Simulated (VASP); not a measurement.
# Li2Se (Fm-3m) in VASP: notebook

Li2Se is run at these levels: PBE; tasks: single point.

Everything below comes from runs of VASP 6.6.1. Logs are shortened: lines on timing, memory, paths and dates and some standing lists are left out, and cuts for length are marked.

## Step 1: The cell of the first run

Symmetry: Fm-3m, No. 225, cubic system. Conventional cell: a = 5.987 Å, b = 5.987 Å, c = 5.987 Å, α = 90.00°, β = 90.00°, γ = 90.00°. Within 3.4 Å of Li (site symmetry -43m) lie 4 Se at 2.59 Å and 6 Li at 2.99 Å. Within 3.4 Å of Se (site symmetry m-3m) lie 8 Li at 2.59 Å.

## Step 2: Single point, PBE

File INCAR:

```
PREC = Accurate
ENCUT = 750
EDIFF = 1E-6
ISMEAR = 0
SIGMA = 0.01
LREAL = F
LASPH = T
NELM = 120
ALGO = Normal
ISIF = 2
LWAVE = F
LCHARG = T
GGA = PE
LELF = T
LVHAR = T
NBANDS = 13
GGA_COMPAT = F
```

File KPOINTS:

```
Automatic mesh
0
Gamma
  6 6 6
```

File POSCAR:

```
Li2Se
1.0
    0.0000000000      2.9935010607      2.9935010607
    2.9935010607      0.0000000000      2.9935010607
    2.9935010607      2.9935010607      0.0000000000
Li Se
2 1
Direct
    0.7500000000      0.7500000000      0.7500000000
    0.2500000000      0.2500000000      0.2500000000
    0.0000000000      0.0000000000      0.0000000000
```

Potentials or basis: VASP PAW PBE potentials, release 64 (Li_sv, Se).

Command:

```bash
$ cat potpaw_PBE.64/Li_sv/POTCAR potpaw_PBE.64/Se/POTCAR > POTCAR
$ mpirun -np 1 vasp_std > vasp.out
```

OUTCAR:

```text
PREC = Accurate
   ENCUT = 750
   EDIFF = 1E-6
   ISMEAR = 0
   LREAL = F
   LASPH = T
   NELM = 120
   ISIF = 2
   GGA = PE

 ion  position               nearest neighbor table
   1  0.750  0.750  0.750-   3 2.59   3 2.59   3 2.59   3 2.59
   2  0.250  0.250  0.250-   3 2.59   3 2.59   3 2.59   3 2.59
   3  0.000  0.000  0.000-   1 2.59   1 2.59   1 2.59   1 2.59   2 2.59   2 2.59   2 2.59   2 2.59

  LATTYP: Found a face centered cubic cell.
 ALAT       =     5.9870021214

  Lattice vectors:

 A1 = (   0.0000000000,   2.9935010607,   2.9935010607)
 A2 = (   2.9935010607,   0.0000000000,   2.9935010607)
 A3 = (   2.9935010607,   2.9935010607,   0.0000000000)

Analysis of symmetry for initial positions (statically):
=====================================================================
 Subroutine PRICEL returns:
 Original cell was already a primitive cell.

 Routine SETGRP: Setting up the symmetry group for a
 face centered cubic supercell.

 Subroutine GETGRP returns: Found 48 space group operations
 (whereof 48 operations were pure point group operations)
 out of a pool of 48 trial point group operations.

The static configuration has the point symmetry O_h .

Analysis of symmetry for dynamics (positions and initial velocities):
=====================================================================
 Subroutine PRICEL returns:
 Original cell was already a primitive cell.

 Routine SETGRP: Setting up the symmetry group for a
 face centered cubic supercell.

 Subroutine GETGRP returns: Found 48 space group operations
 (whereof 48 operations were pure point group operations)
 out of a pool of 48 trial point group operations.

The dynamic configuration has the point symmetry O_h .

 Subroutine INISYM returns: Found 48 space group operations
 (whereof 48 operations are pure point group operations),
 and found     1 'primitive' translations

----------------------------------------------------------------------------------------

                                     Primitive cell

  volume of cell :      53.6498

  direct lattice vectors                    reciprocal lattice vectors
     0.000000000  2.993501061  2.993501061    -0.167028503  0.167028503  0.167028503
     2.993501061  0.000000000  2.993501061     0.167028503 -0.167028503  0.167028503
     2.993501061  2.993501061  0.000000000     0.167028503  0.167028503 -0.167028503

  length of vectors
     4.233449799  4.233449799  4.233449799     0.289301853  0.289301853  0.289301853

  position of ions in fractional coordinates (direct lattice)
     0.750000000  0.750000000  0.750000000
     0.250000000  0.250000000  0.250000000
     0.000000000  0.000000000  0.000000000

  ion indices of the primitive-cell ions
   primitive index   ion index
                 1           1
                 2           2
                 3           3

----------------------------------------------------------------------------------------

 KPOINTS: Automatic mesh

Automatic generation of k-mesh.
 Grid dimensions read from file:
 generate k-points for:    6    6    6

 Generating k-lattice:

  Cartesian coordinates                     Fractional coordinates (reciprocal lattice)
    -0.027838084  0.027838084  0.027838084     0.166666667  0.000000000  0.000000000
     0.027838084 -0.027838084  0.027838084     0.000000000  0.166666667  0.000000000
     0.027838084  0.027838084 -0.027838084     0.000000000  0.000000000  0.166666667

  Length of vectors
     0.048216975  0.048216975  0.048216975

  Shift w.r.t. Gamma in fractional coordinates (k-lattice)
     0.000000000  0.000000000  0.000000000

 Subroutine IBZKPT returns following result:
 ===========================================

 Found     16 irreducible k-points:

 Following reciprocal coordinates:
            Coordinates               Weight
  0.000000  0.000000  0.000000      1.000000
  0.166667  0.000000  0.000000      8.000000
  0.333333  0.000000  0.000000      8.000000
  0.500000  0.000000  0.000000      4.000000
  0.166667  0.166667  0.000000      6.000000
  0.333333  0.166667  0.000000     24.000000
[... 8 lines left out ...]
 -0.333333  0.333333  0.166667     24.000000
 -0.333333  0.500000  0.166667     12.000000
   k-points           NKPTS =     16   k-points in BZ     NKDIM =     16   number of bands    NBANDS=     13
   number of dos      NEDOS =    301   number of ions     NIONS =      3
   total plane-waves  NPLWV =  64000
   dimension x,y,z NGX =    40 NGY =   40 NGZ =   40
   dimension x,y,z NGXF=    80 NGYF=   80 NGZF=   80
   ions per type =               2   1
   NGX,Y,Z   is equivalent  to a cutoff of  15.71, 15.71, 15.71 a.u.
   NGXF,Y,Z  is equivalent  to a cutoff of  31.42, 31.42, 31.42 a.u.
 SYSTEM =  unknown system
   PREC   = accura    normal or accurate (medium, high low for compatibility)
   ISTART =      0    job   : 0-new  1-cont  2-samecut
   ICHARG =      2    charge: 1-file 2-atom 10-const
   ISPIN  =      1    spin polarized calculation?
   LNONCOLLINEAR =      F non collinear calculations
   LSORBIT =      F    spin-orbit coupling
   LASPH  =      T    aspherical Exc in radial PAW
   ENCUT  =  750.0 eV  55.12 Ry    7.42 a.u.   9.45  9.45  9.45*2*pi/ulx,y,z
   NELM   =    120;   NELMIN=  2; NELMDL= -5     # of ELM steps
   EDIFF  = 0.1E-05   stopping-criterion for ELM
   LREAL  =      F    real-space projection
[... 7 lines left out ...]
   TEBEG  =    0.0;   TEEND  =   0.0 temperature during run
   PSTRESS=    0.0 pullay stress
   NELECT =      12.0000    total number of electrons
   NUPDOWN=      -1.0000    fix difference up-down
   EMIN   =  10.00;   EMAX   =-10.00  energy-range for DOS
   EFERMI =   0.00;   METHOD = LEGACY
   ISMEAR =     0;   SIGMA  =   0.01  broadening in eV -4-tet -1-fermi 0-gaus
   EFERMI_NEDOS =   21; number of points for ismear=-14 and -15
   IALGO  =     38    algorithm
   IMIX   =      4    mixing-type and parameters
     AMIX     =   0.40;   BMIX     =  1.00
     AMIX_MAG =   1.60;   BMIX_MAG =  1.00
  volume/ion in A,a.u.               =      17.88       120.68
  Fermi-wavevector in a.u.,A,eV,Ry     =   0.993755  1.877924 13.436410  0.987548
  Thomas-Fermi vector in A             =   2.125658
   LORBIT       =      0    0 simple, 1 ext, 2 COOP (PROOUT), +10 PAW based schemes
   GGA     = PE    functional components
   LHFCALC =     F    Hartree Fock is set to
   AEXX    =    0.0000 exact exchange contribution
   IVDW    =     0    specifies the selected vdW correction
   LEPSILON=     F    determine dielectric tensor
   LRPA    =     F    only Hartree local field effects (RPA)
 non-spin polarized calculation
 Gauss-broadening in eV      SIGMA  =   0.01
  energy-cutoff  :      750.00
  volume of cell :       53.65
 maximum number of plane-waves:      2529
 NGX is ok and might be reduce to    40
   NGX = 19   NGY = 19   NGZ = 19

 number of electron      12.0000003 magnetization

 Free energy of the ion-electron system (eV)
  ---------------------------------------------------
  ext. energy  EPLUGINS =         0.00000000
  ---------------------------------------------------
  free energy    TOTEN  =       -11.13001030 eV

  energy without entropy =      -11.13001030  energy(sigma->0) =      -11.13001030

 E-fermi :   1.2460     XC(G=0):  -8.2948

 val. band max:        1.0469496514   @ k =   0.0000   0.0000   0.0000
 cond. band min:       4.0144941696   @ k =   0.5000   0.5000   0.0000
 fundamental gap:      2.9675445182
 Fermi energy:         1.2460498034

 k-point     1 :       0.0000    0.0000    0.0000
  band No.  band energies     occupation
      1     -43.6505      2.00000
      2     -43.6258      2.00000
      3     -10.3660      2.00000
      4       1.0469      2.00000
      5       1.0469      2.00000
      6       1.0469      2.00000
      7       4.4681      0.00000
      8       6.6709      0.00000
      9       6.6709      0.00000
     10       6.6709      0.00000
     11      11.6540      0.00000
     12      11.6540      0.00000
     13      12.0021      0.00000

 k-point     2 :       0.1667    0.0000    0.0000
  band No.  band energies     occupation
      1     -43.6488      2.00000
      2     -43.6274      2.00000
      3     -10.2809      2.00000
      4       0.0160      2.00000
      5       0.8916      2.00000
      6       0.8916      2.00000
      7       5.1963      0.00000
      8       7.0359      0.00000
      9       7.0359      0.00000
     10       7.3153      0.00000
     11      10.1882      0.00000
     12      10.1882      0.00000
     13      12.1906      0.00000

 k-point     3 :       0.3333    0.0000    0.0000
  band No.  band energies     occupation
      1     -43.6441      2.00000
      2     -43.6317      2.00000
      3     -10.0960      2.00000
      4      -1.3426      2.00000
      5       0.6285      2.00000
      6       0.6285      2.00000
      7       5.9137      0.00000
      8       7.1791      0.00000
      9       7.1791      0.00000
     10       8.5325      0.00000
     11      10.6587      0.00000
     12      10.6587      0.00000
     13      12.8594      0.00000
[... 177 lines left out ...]
 k-point    15 :      -0.3333    0.3333    0.1667
  band No.  band energies     occupation
      1     -43.6377      2.00000
      2     -43.6377      2.00000
      3      -9.9061      2.00000
      4      -1.3713      2.00000
      5      -0.5883      2.00000
      6      -0.1698      2.00000
      7       6.3142      0.00000
      8       7.0927      0.00000
      9       9.3225      0.00000
     10       9.7974      0.00000
     11       9.9354      0.00000
     12      11.9509      0.00000
     13      13.6659      0.00000

 k-point    16 :      -0.3333    0.5000    0.1667
  band No.  band energies     occupation
      1     -43.6397      2.00000
      2     -43.6356      2.00000
      3      -9.8772      2.00000
      4      -1.0697      2.00000
      5      -0.6562      2.00000
      6      -0.6530      2.00000
      7       5.3032      0.00000
      8       8.1164      0.00000
      9       8.6306      0.00000
     10      10.3390      0.00000
     11      11.7764      0.00000
     12      12.6494      0.00000
     13      13.0219      0.00000

------------------------ aborting loop because EDIFF is reached ----------------------------------------

  FORCE on cell =-STRESS in cart. coord.  units (eV):
  Direction    XX          YY          ZZ          XY          YZ          ZX
  --------------------------------------------------------------------------------------
  -------------------------------------------------------------------------------------
  Total        0.0906277      0.0906277      0.0906277      0.0000000      0.0000000     -0.0000000
  in kB        2.7064708      2.7064708      2.7064708      0.0000000      0.0000000     -0.0000000
  external PRESSURE =       2.7064708 kB  Pullay stress =       0.0000000 kB

 VOLUME and BASIS-vectors are now :
 -----------------------------------------------------------------------------
  energy-cutoff  :      750.00
  volume of cell :       53.65
      direct lattice vectors                 reciprocal lattice vectors
     0.000000000  2.993501061  2.993501061    -0.167028503  0.167028503  0.167028503
     2.993501061  0.000000000  2.993501061     0.167028503 -0.167028503  0.167028503
     2.993501061  2.993501061  0.000000000     0.167028503  0.167028503 -0.167028503

 POSITION                                       TOTAL-FORCE (eV/Angst)
 -----------------------------------------------------------------------------------
      4.49025      4.49025      4.49025         0.000000      0.000000      0.000000
      1.49675      1.49675      1.49675        -0.000000     -0.000000     -0.000000
      0.00000      0.00000      0.00000         0.000000      0.000000     -0.000000
 -----------------------------------------------------------------------------------
    total drift:                                0.000000     -0.000000      0.000000

  FREE ENERGIE OF THE ION-ELECTRON SYSTEM (eV)
  ---------------------------------------------------
  free  energy   TOTEN  =       -11.1300102976 eV

  energy  without entropy=      -11.1300102976  energy(sigma->0) =      -11.13001030
```

It took 43 s on 1 thread of Oxide Virtual Turin-like, shared host; peak memory 0.2 GiB.

What came out:

- Free energy: -11.1300 eV
- Pressure: 0.3 GPa
- Band gap on the k mesh: 2.97 eV (least direct gap 3.42 eV)

A k mesh can miss the band edges.

## Step 3: Single point, PBE

File INCAR:

```
SYSTEM = Li2Se
PREC = Accurate
ENCUT = 750
EDIFF = 1E-6
ISMEAR = 0
SIGMA = 0.01
LREAL = .FALSE.
LASPH = .TRUE.
NELM = 120
ALGO = Normal
ISIF = 2
LWAVE = .FALSE.
LCHARG = .FALSE.
GGA = PE
NBANDS = 13
GGA_COMPAT = .FALSE.
```

File KPOINTS:

```
Automatic mesh
0
G
  6 6 6
  0 0 0
```

POSCAR is that of step 2.

Potentials or basis: VASP PAW PBE potentials, release 64 (Li_sv, Se).

Command:

```bash
$ cat potpaw_PBE.64/Li_sv/POTCAR potpaw_PBE.64/Se/POTCAR > POTCAR
$ mpirun -np 1 vasp_std > vasp.out
```

Run time: 30 s. Hardware: 1 thread of Oxide Virtual Turin-like, shared host; peak memory 0.2 GiB.

The run converged. Its results:

```
Free energy            : -11.1300 eV
Pressure               : 0.3 GPa
Band gap on the k mesh : 2.97 eV (least direct gap 3.42 eV)
```

Levels at points of the mesh, in eV from the valence-band top:
| k point | band 2 | band 3 | band 4 | band 5 | band 6 | band 7 | band 8 | band 9 | band 10 | band 11 |
| --- | --- | --- | --- | --- | --- | --- | --- | --- | --- | --- |
| (0.00, 0.00, 0.00) | -44.67 | -11.41 | 0.00 | 0.00 | 0.00 | 3.42 | 5.62 | 5.62 | 5.62 | 10.61 |
| (0.50, 0.00, 0.00) | -44.68 | -11.04 | -2.93 | -0.53 | -0.53 | 5.14 | 5.96 | 5.96 | 7.98 | 11.54 |
| (0.50, 0.50, 0.00) | -44.68 | -10.93 | -2.30 | -1.45 | -1.45 | 2.97 | 6.19 | 10.37 | 10.37 | 11.48 |
